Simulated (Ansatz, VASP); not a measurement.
# One calculation of Yb, two programs

Contents of INCAR:

```
SYSTEM = Yb
PREC     = Accurate       ! precision mode
ENCUT    = 520            ! plane-wave cutoff, eV
EDIFF    = 1E-6           ! SCF threshold, eV
ISMEAR   = -1             ! smearing method
SIGMA    = 0.2            ! smearing width, eV
LREAL    = .False.        ! projectors in reciprocal space
LASPH    = .True.         ! aspherical terms in the spheres
NELM     = 60             ! most SCF steps
ALGO     = Normal         ! electronic algorithm
ISIF     = 2              ! what is computed and relaxed
LWAVE    = .False.        ! write WAVECAR
LCHARG   = .False.        ! write CHGCAR
GGA      = PE             ! functional
NBANDS   = 18             ! bands
```

The input KPOINTS:

```
Automatic mesh
0
Gamma
  10 10 10
  0 0 0
```

Contents of POSCAR:

```
Yb
1.0
    0.0000000000      2.6151647068      2.6151647068
    2.6151647068      0.0000000000      2.6151647068
    2.6151647068      2.6151647068      0.0000000000
Yb
1
Direct
    0.0000000000      0.0000000000      0.0000000000
```

Input for Ansatz:

```yaml
crystal:
  lattice:
    - [0.0, 2.6151647068, 2.6151647068]
    - [2.6151647068, 0.0, 2.6151647068]
    - [2.6151647068, 2.6151647068, 0.0]
  atoms:
    - { symbol: Yb, position: [0.0, 0.0, 0.0] }
hamiltonian:
  xc: pbe
  pseudopotentials:
    kind: paw
    azcp:
      Yb: "pseudopotentials/Yb.paw.azcp"
basis:
  ecutwfc: 420
  fft_grid_basis: typed
kpoints:
  mp_grid: { grid: [10, 10, 10], shift: [0, 0, 0] }
magnetization:
  spin_polarized: false
scf:
  occupations: { method: fermi_dirac, width: 0.2 }
  lower_state_search: "off"
output:
  stress: true
```

Alike in both runs: task single point; functional PBE; k mesh 10 × 10 × 10; occupations fermi-dirac, width 0.2 eV; no spin polarisation.

|  | VASP | Ansatz |
| --- | --- | --- |
| version | VASP 6.6.1 | Ansatz 0.2.0 |
| potentials or method | VASP PAW PBE potentials, release 64 (Yb), cutoff 520 eV | plane waves (420 eV) with PAW, scalar-relativistic |
| valence electrons in the cell | 24 | 24 |

VASP gave:

| Item | Value |
| --- | --- |
| pressure (GPa) | -0.4 |

**Question.** Estimate Ansatz's values.

**Answer.** Pressure (GPa): 0.1.

Spin-orbit coupling is off throughout.
